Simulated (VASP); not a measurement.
# WS2 (P6_3/mmc) in VASP: a series of runs, part 2 of 2

VASP 6.6.1. The steps go on from the part before.

**4. Single point, LDA (atoms shifted along a free coordinate)**

The input, INCAR:

```
ALGO = Normal
EDIFF = 1E-6
ENCUT = 520
ISIF = 2
ISMEAR = 0
LASPH = True
LCHARG = False
LREAL = False
LWAVE = False
NBANDS = 35
NELM = 80
PREC = Accurate
SIGMA = 0.05
```

The input, KPOINTS:

```
k-points
0
Gamma
  12 12 4
```

The input, POSCAR:

```
WS2
1.0
    3.1812289120      0.0000000000      0.0000000000
   -1.5906144560      2.7550250530      0.0000000000
    0.0000000000      0.0000000000     12.3643864273
W S
2 4
Direct
    0.3333333333      0.6666666667      0.2500000000
    0.6666666667      0.3333333333      0.7500000000
    0.3333333333      0.6666666667      0.6145775701
    0.6666666667      0.3333333333      0.1145775701
    0.3333333333      0.6666666667      0.8854224299
    0.6666666667      0.3333333333      0.3854224299
```

Potentials or basis: VASP PAW LDA potentials, release 64 (W_sv, S).

Started as:

```bash
> cat potpaw_LDA.64/W_sv/POTCAR potpaw_LDA.64/S/POTCAR > POTCAR
> mpirun -np 1 vasp_std > vasp.out
```

OUTCAR:

```text
EDIFF = 1E-6
   ENCUT = 520
   ISIF = 2
   ISMEAR = 0
   LASPH = True
   LREAL = False
   NELM = 80
   PREC = Accurate

 ion  position               nearest neighbor table
   1  0.333  0.667  0.250-   4 2.49   6 2.49   4 2.49   6 2.49   4 2.49   6 2.49
   2  0.667  0.333  0.750-   3 2.49   5 2.49   3 2.49   5 2.49   3 2.49   5 2.49
   3  0.333  0.667  0.615-   2 2.49   2 2.49   2 2.49
   4  0.667  0.333  0.115-   1 2.49   1 2.49   1 2.49
   5  0.333  0.667  0.885-   2 2.49   2 2.49   2 2.49
   6  0.667  0.333  0.385-   1 2.49   1 2.49   1 2.49

  LATTYP: Found a hexagonal cell.
 ALAT       =     3.1812289120
 C/A-ratio  =     3.8866698277

  Lattice vectors:

 A1 = (   3.1812289120,   0.0000000000,   0.0000000000)
 A2 = (  -1.5906144560,   2.7550250530,   0.0000000000)
 A3 = (   0.0000000000,   0.0000000000,  12.3643864273)

Analysis of symmetry for initial positions (statically):
=====================================================================
 Subroutine PRICEL returns:
 Original cell was already a primitive cell.

 Routine SETGRP: Setting up the symmetry group for a
 hexagonal supercell.

 Subroutine GETGRP returns: Found 24 space group operations
 (whereof 12 operations were pure point group operations)
 out of a pool of 24 trial point group operations.

The static configuration has the point symmetry D_3d.
 The point group associated with its full space group is D_6h.

Analysis of symmetry for dynamics (positions and initial velocities):
=====================================================================
 Subroutine PRICEL returns:
 Original cell was already a primitive cell.

 Routine SETGRP: Setting up the symmetry group for a
 hexagonal supercell.

 Subroutine GETGRP returns: Found 24 space group operations
 (whereof 12 operations were pure point group operations)
 out of a pool of 24 trial point group operations.

The dynamic configuration has the point symmetry D_3d.
 The point group associated with its full space group is D_6h.

 Subroutine INISYM returns: Found 24 space group operations
 (whereof 12 operations are pure point group operations),
 and found     1 'primitive' translations

----------------------------------------------------------------------------------------

                                     Primitive cell

  volume of cell :     108.3660

  direct lattice vectors                    reciprocal lattice vectors
     3.181228912  0.000000000  0.000000000     0.314343930  0.181486553  0.000000000
    -1.590614456  2.755025053  0.000000000     0.000000000  0.362973106  0.000000000
     0.000000000  0.000000000 12.364386427     0.000000000  0.000000000  0.080877446

  length of vectors
     3.181228912  3.181228912 12.364386427     0.362973106  0.362973106  0.080877446

  position of ions in fractional coordinates (direct lattice)
     0.333333333  0.666666667  0.250000000
     0.666666667  0.333333333  0.750000000
     0.333333333  0.666666667  0.614577570
     0.666666667  0.333333333  0.114577570
     0.333333333  0.666666667  0.885422430
     0.666666667  0.333333333  0.385422430

  ion indices of the primitive-cell ions
   primitive index   ion index
                 1           1
[... 34 lines left out ...]
  0.000000  0.000000  0.000000      1.000000
  0.083333  0.000000  0.000000      6.000000
  0.166667 -0.000000  0.000000      6.000000
  0.250000 -0.000000  0.000000      6.000000
  0.333333  0.000000  0.000000      6.000000
  0.416667  0.000000  0.000000      6.000000
[... 16 lines left out ...]
  0.250000 -0.000000  0.250000     12.000000
  0.333333  0.000000  0.250000     12.000000
 [... further k-points ...]
   k-points           NKPTS =     57   k-points in BZ     NKDIM =     57   number of bands    NBANDS=     35
   number of dos      NEDOS =    301   number of ions     NIONS =      6
   total plane-waves  NPLWV =  55296
   dimension x,y,z NGX =    24 NGY =   24 NGZ =   96
   dimension x,y,z NGXF=    48 NGYF=   48 NGZF=  192
   ions per type =               2   4
   NGX,Y,Z   is equivalent  to a cutoff of  12.54, 12.54, 12.91 a.u.
   NGXF,Y,Z  is equivalent  to a cutoff of  25.08, 25.08, 25.82 a.u.
 SYSTEM =  unknown system
   PREC   = accura    normal or accurate (medium, high low for compatibility)
   ISTART =      0    job   : 0-new  1-cont  2-samecut
   ICHARG =      2    charge: 1-file 2-atom 10-const
   ISPIN  =      1    spin polarized calculation?
   LNONCOLLINEAR =      F non collinear calculations
   LSORBIT =      F    spin-orbit coupling
   LASPH  =      T    aspherical Exc in radial PAW
   ENCUT  =  520.0 eV  38.22 Ry    6.18 a.u.   5.91  5.91 22.99*2*pi/ulx,y,z
   NELM   =     80;   NELMIN=  2; NELMDL= -5     # of ELM steps
   EDIFF  = 0.1E-05   stopping-criterion for ELM
   LREAL  =      F    real-space projection
   EDIFFG = 0.1E-04   stopping-criterion for IOM
   NSW    =      0    number of steps for IOM
   IBRION =     -1    ionic relax: 0-MD 1-quasi-New 2-CG
   NFREE  =      0    steps in history (QN), initial steepest desc. (CG)
   ISIF   =      2    stress and relaxation
   ISYM   =      2    0-nonsym 1-usesym 2-fastsym
   POTIM  = 0.5000    time-step for ionic-motion
   TEBEG  =    0.0;   TEEND  =   0.0 temperature during run
   PSTRESS=    0.0 pullay stress
   NELECT =      52.0000    total number of electrons
   NUPDOWN=      -1.0000    fix difference up-down
   EMIN   =  10.00;   EMAX   =-10.00  energy-range for DOS
   EFERMI =   0.00;   METHOD = LEGACY
   ISMEAR =     0;   SIGMA  =   0.05  broadening in eV -4-tet -1-fermi 0-gaus
   EFERMI_NEDOS =   21; number of points for ismear=-14 and -15
   IALGO  =     38    algorithm
   IMIX   =      4    mixing-type and parameters
     AMIX     =   0.40;   BMIX     =  1.00
     AMIX_MAG =   1.60;   BMIX_MAG =  1.00
  volume/ion in A,a.u.               =      18.06       121.88
  Fermi-wavevector in a.u.,A,eV,Ry     =   1.281676  2.422017 22.350201  1.642693
  Thomas-Fermi vector in A             =   2.414032
   LORBIT       =      0    0 simple, 1 ext, 2 COOP (PROOUT), +10 PAW based schemes
   GGA     = CA    functional components
   LHFCALC =     F    Hartree Fock is set to
   AEXX    =    0.0000 exact exchange contribution
   IVDW    =     0    specifies the selected vdW correction
   LEPSILON=     F    determine dielectric tensor
   LRPA    =     F    only Hartree local field effects (RPA)
 non-spin polarized calculation
 Gauss-broadening in eV      SIGMA  =   0.05
  energy-cutoff  :      520.00
  volume of cell :      108.37
 maximum number of plane-waves:      2944
 NGX is ok and might be reduce to    24
   NGX = 11   NGY = 11   NGZ = 45

 number of electron      52.0000003 magnetization

 Free energy of the ion-electron system (eV)
  ---------------------------------------------------
  ext. energy  EPLUGINS =         0.00000000
  ---------------------------------------------------
  free energy    TOTEN  =       -51.86151563 eV

  energy without entropy =      -51.86151563  energy(sigma->0) =      -51.86151563

 E-fermi :   7.2320     XC(G=0): -11.2651

 val. band max:        6.8685950635   @ k =   0.0000   0.0000   0.0000
 cond. band min:       7.6866215921   @ k =   0.1667   0.1667   0.0000
 fundamental gap:      0.8180265286
 Fermi energy:         7.2320359983

 k-point     1 :       0.0000    0.0000    0.0000
  band No.  band energies     occupation
      1     -67.1782      2.00000
      2     -67.1782      2.00000
      3     -31.6409      2.00000
      4     -31.6408      2.00000
      5     -31.4544      2.00000
      6     -31.4544      2.00000
[... 901 lines left out ...]
     34      10.6906      0.00000
     35      12.3761      0.00000

 [... further k-points ...]

------------------------ aborting loop because EDIFF is reached ----------------------------------------

  FORCE on cell =-STRESS in cart. coord.  units (eV):
  Direction    XX          YY          ZZ          XY          YZ          ZX
  --------------------------------------------------------------------------------------
  -------------------------------------------------------------------------------------
  Total       -8.0689949     -8.0689949    -14.8154529      0.0000000      0.0000000      0.0000000
  in kB     -119.2990488   -119.2990488   -219.0445593      0.0000000      0.0000000      0.0000000
  external PRESSURE =    -152.5475523 kB  Pullay stress =       0.0000000 kB

 VOLUME and BASIS-vectors are now :
 -----------------------------------------------------------------------------
  energy-cutoff  :      520.00
  volume of cell :      108.37
      direct lattice vectors                 reciprocal lattice vectors
     3.181228912  0.000000000  0.000000000     0.314343930  0.181486553  0.000000000
    -1.590614456  2.755025053  0.000000000     0.000000000  0.362973106  0.000000000
     0.000000000  0.000000000 12.364386427     0.000000000  0.000000000  0.080877446

 POSITION                                       TOTAL-FORCE (eV/Angst)
 -----------------------------------------------------------------------------------
     -0.00000      1.83668      3.09110         0.000000      0.000000     -0.000000
      1.59061      0.91834      9.27329        -0.000000      0.000000     -0.000000
     -0.00000      1.83668      7.59887         0.000000     -0.000000      2.228880
      1.59061      0.91834      1.41668        -0.000000      0.000000      2.228880
     -0.00000      1.83668     10.94771         0.000000     -0.000000     -2.228880
      1.59061      0.91834      4.76551        -0.000000      0.000000     -2.228880
 -----------------------------------------------------------------------------------
    total drift:                               -0.000000      0.000000     -0.000000

  FREE ENERGIE OF THE ION-ELECTRON SYSTEM (eV)
  ---------------------------------------------------
  free  energy   TOTEN  =       -51.8615156346 eV

  energy  without entropy=      -51.8615156346  energy(sigma->0) =      -51.86151563
```

OSZICAR:

```text
N       E                     dE             d eps       ncg     rms          rms(c)
DAV:   1     0.494117182059E+03    0.49412E+03   -0.28203E+04  4358   0.148E+03
DAV:   2    -0.215379567059E+02   -0.51566E+03   -0.49756E+03  4527   0.403E+02
DAV:   3    -0.540355608088E+02   -0.32498E+02   -0.31886E+02  4993   0.946E+01
DAV:   4    -0.548559269511E+02   -0.82037E+00   -0.81598E+00  4890   0.154E+01
DAV:   5    -0.548709971105E+02   -0.15070E-01   -0.15060E-01  4847   0.228E+00    0.327E+01
DAV:   6    -0.525045926808E+02    0.23664E+01   -0.95763E+00  4542   0.204E+01    0.139E+01
DAV:   7    -0.521996181845E+02    0.30497E+00   -0.47798E+00  4312   0.113E+01    0.663E+00
DAV:   8    -0.518623186923E+02    0.33730E+00   -0.67334E-01  4450   0.562E+00    0.212E+00
DAV:   9    -0.518661238342E+02   -0.38051E-02   -0.95016E-02  4726   0.149E+00    0.106E+00
DAV:  10    -0.518620379489E+02    0.40859E-02   -0.26627E-02  4457   0.113E+00    0.447E-01
DAV:  11    -0.518616466625E+02    0.39129E-03   -0.33839E-03  4403   0.385E-01    0.209E-01
DAV:  12    -0.518615198259E+02    0.12684E-03   -0.19976E-04  4643   0.858E-02    0.796E-02
DAV:  13    -0.518615162657E+02    0.35602E-05   -0.74354E-05  4616   0.499E-02    0.379E-02
DAV:  14    -0.518615156346E+02    0.63114E-06   -0.43127E-06  4158   0.120E-02
   1 F= -.51861516E+02 E0= -.51861516E+02  d E =-.554254E-27
```

stdout:

```text
POSCAR found type information on POSCAR W S
 POSCAR found :  2 types and       6 ions
 scaLAPACK will be used
 LDA part: xc-table for (Slater(with rela. corr.)+CA(PZ))
 , standard interpolation
 POSCAR, INCAR and KPOINTS ok, starting setup
 FFT: planning ... GRIDC
 FFT: planning ... GRID_SOFT
 FFT: planning ... GRID
 WAVECAR not read
 entering main loop
```

Wall time 62 s (1 thread of Intel Xeon 6975P-C (Granite Rapids), shared host); peak memory 0.29 GiB.

Results:

```
Free energy            : -51.8615 eV
Pressure               : -15.3 GPa
Largest force          : 2.229 eV/Å
Band gap on the k mesh : 0.82 eV (least direct gap 1.90 eV)
```

Forces on the atoms (eV/Å):
```
W    0.000  0.000  0.000
W    0.000  0.000  0.000
S    0.000  0.000  2.229
S    0.000  0.000  2.229
S    0.000  0.000 -2.229
S    0.000  0.000 -2.229
```

Levels at points of the mesh, in eV from the valence-band top:
| k point | band 22 | band 23 | band 24 | band 25 | band 26 | band 27 | band 28 | band 29 | band 30 | band 31 |
| --- | --- | --- | --- | --- | --- | --- | --- | --- | --- | --- |
| (0.00, 0.00, 0.00) | -1.50 | -1.50 | -1.28 | -1.13 | 0.00 | 2.20 | 2.20 | 2.40 | 2.40 | 2.44 |
| (0.50, 0.00, 0.00) | -2.55 | -1.49 | -1.45 | -1.25 | -1.16 | 2.45 | 2.51 | 2.55 | 2.91 | 2.97 |
| (0.00, 0.00, 0.50) | -1.54 | -1.54 | -1.54 | -0.26 | -0.26 | 2.29 | 2.29 | 2.29 | 2.29 | 2.46 |
| (0.50, 0.00, 0.50) | -2.76 | -1.33 | -1.33 | -1.33 | -1.33 | 2.52 | 2.52 | 2.74 | 2.74 | 3.33 |

Caveat: the cell differs from its parent crystal (atoms shifted along a free coordinate); the stress differs along the axes, from -22 to -12 GPa; spin-orbit coupling is left out, which moves the levels of the heavy elements; forces of over 1 eV/Å act on the atoms, so gaps and moduli don't describe the material at rest. A k mesh can miss the band edges.

**5. Overview**

```tsv
cell	gap on the mesh (eV)	pressure (GPa)	largest force (eV/Å)
a = 3.154, b = 3.154, c = 12.259 Å, angles 90.0, 90.0, 120.0°, 6 atoms, atomic positions A	0.88	-4.1	0.42
a = 3.154, b = 3.154, c = 12.259 Å, angles 90.0, 90.0, 120.0°, 6 atoms, atomic positions B	0.68	-18.2	3.09
a = 3.181, b = 3.181, c = 12.364 Å, angles 90.0, 90.0, 120.0°, 6 atoms, atomic positions C	0.82	-15.3	2.23
```

Alike in all rows: task single point; level LDA; potentials or basis VASP PAW LDA potentials, release 64 (W_sv, S); no spin polarisation; k mesh 12 × 12 × 4; cutoff (eV) 520; smearing gaussian 0.05 eV.

Caveats: spin-orbit coupling is left out, which moves the levels of the heavy elements; forces of over 1 eV/Å act on the atoms, so gaps and moduli don't describe the material at rest (at least some runs); the cell stands under tension (at least some runs); the stress differs along the axes, from -30 to -12 GPa (at least some runs); the stress differs along the axes, from -22 to -12 GPa (at least some runs).

Absolute energies hang on the potentials; compare differences alone.
